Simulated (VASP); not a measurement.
Here is a VASP 6.6.1 calculation.

File INCAR:

```
SYSTEM = MnSb
PREC = Accurate
ENCUT = 520
EDIFF = 1E-6
ISMEAR = 0
SIGMA = 0.018000000000000002
LREAL = .False.
LASPH = .True.
NELM = 150
ALGO = Normal
ISIF = 2
LWAVE = .False.
LCHARG = .False.
ISPIN = 2
MAGMOM = 0 0 4 4
LORBIT = 11
LMAXMIX = 4
GGA = PE
NBANDS = 30
```

File KPOINTS:

```
Automatic mesh
0
Gamma
  7 7 5
  0 0 0
```

File POSCAR:

```
MnSb
1.0
    4.1500000000      0.0000000000      0.0000000000
   -2.0750000000      3.5940054257      0.0000000000
    0.0000000000      0.0000000000      5.7800000000
Sb Mn
2 2
Direct
    0.6666666667      0.3333333333      0.7500000000
    0.3333333333      0.6666666667      0.2500000000
    0.0000000000      0.0000000000      0.5000000000
    0.0000000000      0.0000000000      0.0000000000
```

Potentials or basis: VASP PAW PBE potentials, release 64 (Sb, Mn_pv).

The run is started by

```bash
$ cat potpaw_PBE.64/Sb/POTCAR potpaw_PBE.64/Mn_pv/POTCAR > POTCAR
$ mpirun -np 1 vasp_std > vasp.out
```

Question: What does it give for the net moment?

Answer: 6.68 μB per cell.

Question: What does it give for the site moments?

Answer: Sb -0.13; Mn +3.39 μB.

Question: Estimate the pressure.

Answer: -3.4 GPa.

Stress tensor (GPa, compression positive):
```
-3.04  0.00  0.00
 0.00 -3.04  0.00
 0.00  0.00 -4.25
```

Caveat: the cell stands under tension.
